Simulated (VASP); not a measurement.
Wanted: the native input for a VASP 6.6.1 run.

```yaml
Task: single point
Functional: PBE
Potentials_or_basis: VASP PAW PBE potentials, release 64 (Si, Ni)
Cutoff: 520 eV
k_mesh: 14 × 14 × 14
Occupations: gaussian, width 0.1 eV
Spin: no spin polarisation
Dipole_correction: no
Further_INCAR_settings: ALGO = Normal; EDIFF = 1e-07; NBANDS = 16
```

The structure of Si2Ni lies in POSCAR:

```
Si2Ni
1.0
    0.0000000000      2.7768462509      2.7768462509
    2.7768462509      0.0000000000      2.7768462509
    2.7768462509      2.7768462509      0.0000000000
Si Ni
2 1
Direct
    0.2500000000      0.2500000000      0.2500000000
    0.7500000000      0.7500000000      0.7500000000
    0.0000000000      0.0000000000      0.0000000000
```

This cell differs from its parent crystal: volume scaled by 1.06.

One way to write it, as run:

INCAR

```
  ALGO = Normal
  EDIFF = 1E-7
  ENCUT = 520
  GGA = PE
  ISIF = 2
  ISMEAR = 0
  LASPH = True
  LCHARG = True
  LELF = True
  LREAL = False
  LVHAR = True
  LWAVE = False
  NBANDS = 16
  NELM = 80
  PREC = Accurate
  SIGMA = 0.1
```

KPOINTS

```
k-points
0
Gamma
  14 14 14
```

Potentials or basis: VASP PAW PBE potentials, release 64 (Si, Ni).

The run is started by

```bash
$ cat potpaw_PBE.64/Si/POTCAR potpaw_PBE.64/Ni/POTCAR > POTCAR
$ mpirun -np 1 vasp_std > vasp.out
```

Results of the run:

```json
{"Pressure": "-7.5 GPa", "Band gap on the k mesh": "zero (band 9 reaches 10.89 eV, above the bottom of band 10 at 8.66 eV)"}
```

Wall time 46 s on 1 thread of AMD EPYC 9R45 96-Core Processor (Zen 5), with other jobs on the host, peak memory 0.18 GiB.
